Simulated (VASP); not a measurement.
# AgCl in VASP: settings compared, part 2 of 2

VASP 6.6.1.

**3. Single point, PBE**

This run uses another cell than the first one, of 21.31 Å³/atom.

INCAR reads:

```
PREC = Accurate
ENCUT = 520
EDIFF = 1E-7
ISMEAR = 0
SIGMA = 0.01
LREAL = F
LASPH = T
NELM = 80
ALGO = Normal
ISIF = 2
LWAVE = F
LCHARG = F
GGA = PE
NBANDS = 26
```

KPOINTS reads:

```
Automatic mesh
0
Gamma
  6 6 6
```

POSCAR reads:

```
AgCl
1.0
    3.9166762293      0.0000000000      0.1936458535
    0.0000000000      3.9212465900      0.0000000000
   -0.2730111400      0.0000000000      5.5375273384
Ag Cl
2 2
Direct
    0.2500548793      0.2500000000      0.2500031844
    0.7499451207      0.7500000000      0.7499968156
    0.7500376913      0.7500000000      0.2499964649
    0.2499623087      0.2500000000      0.7500035351
```

Potentials or basis: VASP PAW PBE potentials, release 64 (Ag, Cl).

Run with:

```bash
> cat potpaw_PBE.64/Ag/POTCAR potpaw_PBE.64/Cl/POTCAR > POTCAR
> mpirun -np 1 vasp_std > vasp.out
```

OUTCAR:

```text
PREC = Accurate
   ENCUT = 520
   EDIFF = 1E-7
   ISMEAR = 0
   LREAL = F
   LASPH = T
   NELM = 80
   ISIF = 2
   GGA = PE

 ion  position               nearest neighbor table
   1  0.250  0.250  0.250-   4 2.77   4 2.77   3 2.77   3 2.77   3 2.77   3 2.77
   2  0.750  0.750  0.750-   3 2.77   3 2.77   4 2.77   4 2.77   4 2.77   4 2.77
   3  0.750  0.750  0.250-   2 2.77   2 2.77   1 2.77   1 2.77   1 2.77   1 2.77
   4  0.250  0.250  0.750-   1 2.77   1 2.77   2 2.77   2 2.77   2 2.77   2 2.77

  LATTYP: Found a simple monoclinic cell.
 ALAT       =     3.9214603660
 B/A-ratio  =     0.9999454856
 C/A-ratio  =     1.4138236099
 COS(beta)  =    -0.0001390408

  Lattice vectors:

 A1 = (   3.9166762293,   0.0000000000,   0.1936458535)
 A2 = (   0.0000000000,  -3.9212465900,   0.0000000000)
 A3 = (   0.2730111400,   0.0000000000,  -5.5375273384)

Analysis of symmetry for initial positions (statically):
=====================================================================
 Subroutine PRICEL returns:
 Original cell was already a primitive cell.

[... 175 lines left out ...]

 E-fermi :   3.8893     XC(G=0):  -9.9684

 val. band max:        3.8259944950   @ k =   0.5000   0.0000   0.5000
 cond. band min:       4.7339199160   @ k =   0.0000   0.0000   0.0000
 fundamental gap:      0.9079254209
 Fermi energy:         3.8893408370

 k-point     1 :       0.0000    0.0000    0.0000
  band No.  band energies     occupation
      1     -11.3274      2.00000
      2     -10.8697      2.00000
      3      -0.5013      2.00000
      4       0.7642      2.00000
      5       0.7646      2.00000
      6       1.0583      2.00000
[... 685 lines left out ...]
     25      13.1347      0.00000
     26      13.8093      0.00000

 [... further k-points ...]

------------------------ aborting loop because EDIFF is reached ----------------------------------------

  FORCE on cell =-STRESS in cart. coord.  units (eV):
  Direction    XX          YY          ZZ          XY          YZ          ZX
  --------------------------------------------------------------------------------------
  -------------------------------------------------------------------------------------
  Total        0.8003904      0.8006903      0.7981663      0.0000000      0.0000000     -0.0003191
  in kB       15.0417164     15.0473525     14.9999187      0.0000000      0.0000000     -0.0059977
  external PRESSURE =      15.0296625 kB  Pullay stress =       0.0000000 kB

 VOLUME and BASIS-vectors are now :
 -----------------------------------------------------------------------------
  energy-cutoff  :      520.00
  volume of cell :       85.25
      direct lattice vectors                 reciprocal lattice vectors
     3.916676229  0.000000000  0.193645853     0.254697685  0.000000000  0.012557104
     0.000000000  3.921246590  0.000000000     0.000000000  0.255020942  0.000000000
    -0.273011140  0.000000000  5.537527338    -0.008906710  0.000000000  0.180146897

 POSITION                                       TOTAL-FORCE (eV/Angst)
 -----------------------------------------------------------------------------------
      0.91113      0.98031      1.43282        -0.000101      0.000000     -0.000004
      2.73253      2.94093      4.29835         0.000101     -0.000000      0.000004
      2.86940      2.94093      1.52960        -0.000013     -0.000000      0.000042
      0.77426      0.98031      4.20157         0.000013     -0.000000     -0.000042
 -----------------------------------------------------------------------------------
    total drift:                                0.000000      0.000000     -0.000000

  FREE ENERGIE OF THE ION-ELECTRON SYSTEM (eV)
  ---------------------------------------------------
  free  energy   TOTEN  =       -10.7881132354 eV

  energy  without entropy=      -10.7881132354  energy(sigma->0) =      -10.78811324
```

OSZICAR:

```text
N       E                     dE             d eps       ncg     rms          rms(c)
DAV:   1     0.236054900385E+03    0.23605E+03   -0.17659E+04  4160   0.128E+03
DAV:   2     0.175439388988E+01   -0.23430E+03   -0.22344E+03  4722   0.281E+02
DAV:   3    -0.110109719614E+02   -0.12765E+02   -0.12659E+02  4980   0.667E+01
DAV:   4    -0.111525183152E+02   -0.14155E+00   -0.14139E+00  4536   0.760E+00
DAV:   5    -0.111545239764E+02   -0.20057E-02   -0.20056E-02  4838   0.933E-01    0.872E+00
DAV:   6    -0.107942665261E+02    0.36026E+00   -0.62837E-01  4462   0.789E+00    0.575E+00
DAV:   7    -0.107909079301E+02    0.33586E-02   -0.28520E-01  4240   0.294E+00    0.236E+00
DAV:   8    -0.107877645696E+02    0.31434E-02   -0.13761E-02  4418   0.987E-01    0.423E-01
DAV:   9    -0.107879720319E+02   -0.20746E-03   -0.29810E-03  4502   0.476E-01    0.558E-02
DAV:  10    -0.107880665960E+02   -0.94564E-04   -0.14003E-04  4496   0.836E-02    0.358E-02
DAV:  11    -0.107881132205E+02   -0.46624E-04   -0.46925E-05  4290   0.464E-02    0.124E-02
DAV:  12    -0.107881129523E+02    0.26817E-06   -0.30852E-06  4902   0.196E-02    0.483E-03
DAV:  13    -0.107881131828E+02   -0.23048E-06   -0.86372E-07  4328   0.977E-03    0.614E-04
DAV:  14    -0.107881132354E+02   -0.52658E-07   -0.71125E-08  2846   0.176E-03
   1 F= -.10788113E+02 E0= -.10788113E+02  d E =-.381270E-21
```

stdout:

```text
POSCAR found type information on POSCAR AgCl
 POSCAR found :  2 types and       4 ions
 scaLAPACK will be used
 LDA part: xc-table for (Slater+PW92), standard interpolation
 POSCAR, INCAR and KPOINTS ok, starting setup
 FFT: planning ... GRIDC
 FFT: planning ... GRID_SOFT
 FFT: planning ... GRID
 WAVECAR not read
 entering main loop
```

Wall time 77 s (1 thread of Intel Xeon Platinum 8488C (Sapphire Rapids), shared host); peak memory 0.28 GiB.

What came out:

```yaml
Free_energy: -10.7881 eV
Pressure: 1.5 GPa
Band_gap_on_the_k_mesh: 0.91 eV
```

Levels at points of the mesh, in eV from the valence-band top:
| k point | band 14 | band 15 | band 16 | band 17 | band 18 | band 19 | band 20 | band 21 | band 22 | band 23 |
| --- | --- | --- | --- | --- | --- | --- | --- | --- | --- | --- |
| (0.00, 0.00, 0.00) | -2.33 | -2.21 | -1.96 | -1.96 | -1.87 | 0.91 | 2.38 | 8.02 | 8.64 | 10.85 |
| (0.50, 0.00, 0.00) | -1.69 | -1.63 | -1.63 | -0.07 | -0.07 | 4.96 | 4.96 | 6.00 | 6.00 | 7.78 |
| (0.00, 0.50, 0.00) | -1.69 | -1.63 | -1.63 | -0.07 | -0.07 | 4.96 | 4.96 | 6.00 | 6.00 | 7.78 |
| (0.50, 0.50, 0.00) | -1.96 | -1.96 | -1.96 | -1.87 | -1.87 | 2.38 | 2.38 | 8.02 | 8.02 | 8.63 |
| (0.00, 0.00, 0.50) | -1.76 | -1.76 | -1.76 | -1.33 | -1.33 | 3.43 | 3.43 | 7.41 | 7.41 | 8.79 |
| (0.50, 0.00, 0.50) | -1.76 | 0.00 | 0.00 | 0.00 | 0.00 | 4.24 | 4.24 | 6.54 | 6.54 | 7.67 |
| (0.00, 0.50, 0.50) | -1.76 | 0.00 | 0.00 | 0.00 | 0.00 | 4.24 | 4.24 | 6.54 | 6.54 | 7.67 |
| (0.50, 0.50, 0.50) | -1.96 | -1.96 | -1.96 | -1.18 | -1.18 | 4.20 | 4.20 | 7.89 | 7.89 | 7.89 |

**4. Single point, r2SCAN (20.03 Å³/atom)**

This run uses another cell than the first one, of 20.03 Å³/atom.

POSCAR reads:

```
AgCl
1.0
    3.8367216266      0.0000000000      0.1896927881
    0.0000000000      3.8411986884      0.0000000000
   -0.2674379203      0.0000000000      5.4244848573
Ag Cl
2 2
Direct
    0.2500548793      0.2500000000      0.2500031844
    0.7499451207      0.7500000000      0.7499968156
    0.7500376913      0.7500000000      0.2499964649
    0.2499623087      0.2500000000      0.7500035351
```

INCAR.step1 reads:

```
SYSTEM = AgCl
ALGO = Normal ; EDIFF = 1E-4
ENCUT = 520 ; GGA = PE
ISMEAR = 0 ; LASPH = .True.
LCHARG = .False. ; LREAL = .False.
LWAVE = .True. ; NBANDS = 26
NELM = 80 ; PREC = Accurate
SIGMA = 0.01
```

INCAR.step2 reads:

```
SYSTEM = AgCl
ALGO = Normal ; EDIFF = 1E-6
ENCUT = 520 ; ISIF = 2
ISMEAR = 0 ; ISTART = 1
LASPH = .True. ; LCHARG = .True.
LELF = .True. ; LMIXTAU = .True.
LREAL = .False. ; LVHAR = .True.
LWAVE = .False. ; METAGGA = R2SCAN
NBANDS = 26 ; NELM = 80
PREC = Accurate ; SIGMA = 0.01
```

KPOINTS reads:

```
k-points
0
Gamma
  6 6 4
  0 0 0
```

Run with:

```bash
> cat potpaw_PBE.64/Ag/POTCAR potpaw_PBE.64/Cl/POTCAR > POTCAR
> cp INCAR.step1 INCAR
> mpirun -np 1 vasp_std > vasp.out
> cp INCAR.step2 INCAR
> mpirun -np 1 vasp_std > vasp.out
```

It took 3.4 min on 1 thread of Intel Xeon Platinum 8488C (Sapphire Rapids), shared host; peak memory 0.25 GiB.

It converged, with:

| Property | Result |
| --- | --- |
| Free energy | -57.2309 eV |
| Pressure | 3.6 GPa |
| Band gap on the k mesh | 1.43 eV |

Levels at points of the mesh, in eV from the valence-band top:
| k point | band 15 | band 16 | band 17 | band 18 | band 19 | band 20 | band 21 | band 22 |
| --- | --- | --- | --- | --- | --- | --- | --- | --- |
| (0.00, 0.00, 0.00) | -2.44 | -2.15 | -2.15 | -1.99 | 1.43 | 2.81 | 8.27 | 9.48 |
| (0.50, 0.00, 0.00) | -1.77 | -1.77 | -0.09 | -0.09 | 5.65 | 5.65 | 6.52 | 6.52 |
| (0.00, 0.50, 0.00) | -1.77 | -1.77 | -0.09 | -0.09 | 5.65 | 5.65 | 6.52 | 6.52 |
| (0.50, 0.50, 0.00) | -2.15 | -2.15 | -1.99 | -1.99 | 2.81 | 2.81 | 8.27 | 8.27 |
| (0.00, 0.00, 0.50) | -1.97 | -1.97 | -1.39 | -1.39 | 4.04 | 4.04 | 8.02 | 8.02 |
| (0.50, 0.00, 0.50) | 0.00 | 0.00 | 0.00 | 0.00 | 4.53 | 4.54 | 7.53 | 7.53 |
| (0.00, 0.50, 0.50) | 0.00 | 0.00 | 0.00 | 0.00 | 4.53 | 4.53 | 7.53 | 7.53 |
| (0.50, 0.50, 0.50) | -2.11 | -2.11 | -1.29 | -1.29 | 4.81 | 4.81 | 8.38 | 8.38 |

Caveat: the cell stands under pressure; the PAW data sets were made with another functional, which shifts forces and pressure a little. A k mesh can miss the band edges.

**5. The runs side by side**

| level | cell | k mesh | gap on the mesh (eV) | pressure (GPa) |
| --- | --- | --- | --- | --- |
| PBE | a = 4.048, b = 4.046, c = 5.721 Å, 4 atoms, atomic positions A | 6 × 6 × 4 | 0.95 | -2.2 |
| PBE | a = 3.921, b = 3.921, c = 5.544 Å, 4 atoms, atomic positions B | 6 × 6 × 6 | 0.91 | 1.5 |
| r2SCAN | a = 3.841, b = 3.841, c = 5.431 Å, 4 atoms, atomic positions B | 6 × 6 × 4 | 1.43 | 3.6 |

Alike in all rows: task single point; potentials or basis VASP PAW PBE potentials, release 64 (Ag, Cl); no spin polarisation; cutoff (eV) 520; smearing gaussian 0.01 eV.

Caveats: the cell stands under pressure (at least some runs); the PAW data sets were made with another functional, which shifts forces and pressure a little (at least some runs).

Absolute energies hang on the potentials; compare differences alone.
